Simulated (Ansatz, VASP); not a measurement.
## ReP4Ru in VASP and in Ansatz

```
CELL_PARAMETERS angstrom
0.00000 3.70095 3.70095
3.70095 0.00000 3.70095
3.70095 3.70095 0.00000
ATOMIC_POSITIONS crystal
Re 0.00000 0.00000 0.00000
P 0.87669 0.37444 0.37444
P 0.37444 0.37444 0.37444
P 0.37444 0.87669 0.37444
P 0.37444 0.37444 0.87669
Ru 0.75000 0.75000 0.75000
```

Change from the starting cell: species swapped into the ScCu4Sn type (F-43m, No. 216).

Alike in both runs: task relaxation of cell and atoms; functional PBE; k mesh 4 × 4 × 4; occupations gaussian, width 0.1 eV; no spin polarisation.

|  | VASP | Ansatz |
| --- | --- | --- |
| version | VASP 6.6.1 | Ansatz 0.2.0 |
| potentials or method | VASP PAW PBE potentials, release 64 (Re, P, Ru_pv), cutoff 600 eV | scalar-relativistic, plane waves, PAW |
| valence electrons in the cell | 41 | 51 |

```csv
,VASP,Ansatz,Ansatz less VASP
"gap on the k mesh at the Fermi level, each at its own relaxed structure (eV)",none,none,-
relaxed volume (Å³/atom),13.55,13.56,+0.009
relaxed length of the cell vector where the two differ most in proportion (Å),4.863,4.864,+0.0011
```

A gap of «none» marks a metal or a gap that the smearing closes. VASP's potentials hold 41 valence electrons a cell and Ansatz's 51, so a difference there can come from the potentials and not from the codes.

The k mesh is coarse, so the values compare programs but aren't converged. Spin-orbit coupling is off throughout. Noted on VASP's run: the volume moved by over 15 % at a fixed basis, so the end points are rough.
